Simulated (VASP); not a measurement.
Input of a VASP 6.6.1 run:

The input INCAR:

```
  PREC = Accurate
  ENCUT = 520
  EDIFF = 1E-6
  ISMEAR = -1
  SIGMA = 0.05
  LREAL = False
  LASPH = True
  NELM = 60
  ALGO = Normal
  ISIF = 2
  LWAVE = False
  LCHARG = True
  GGA = PS
  LELF = True
  LVHAR = True
  NBANDS = 20
```

Contents of KPOINTS:

```
Automatic mesh
0
Gamma
  11 11 10
```

Contents of POSCAR:

```
TiRh
1.0
    2.9880000000      0.0000000000      0.0000000000
    0.0000000000      2.9880000000      0.0000000000
    0.0000000000      0.0000000000      3.4170000000
Ti Rh
1 1
Direct
    0.5000000000      0.5000000000      0.5000000000
    0.0000000000      0.0000000000      0.0000000000
```

Potentials or basis: VASP PAW PBE potentials, release 64 (Ti_sv, Rh_pv).

Launch:

```console
$ cat potpaw_PBE.64/Ti_sv/POTCAR potpaw_PBE.64/Rh_pv/POTCAR > POTCAR
$ mpirun -np 1 vasp_std > vasp.out
```

(1) Predict the pressure.

Answers

(1) -10.3 GPa.

Caveat: the cell differs from its parent crystal (zz strain of +2 %); the PAW data sets were made with another functional, which shifts forces and pressure a little.
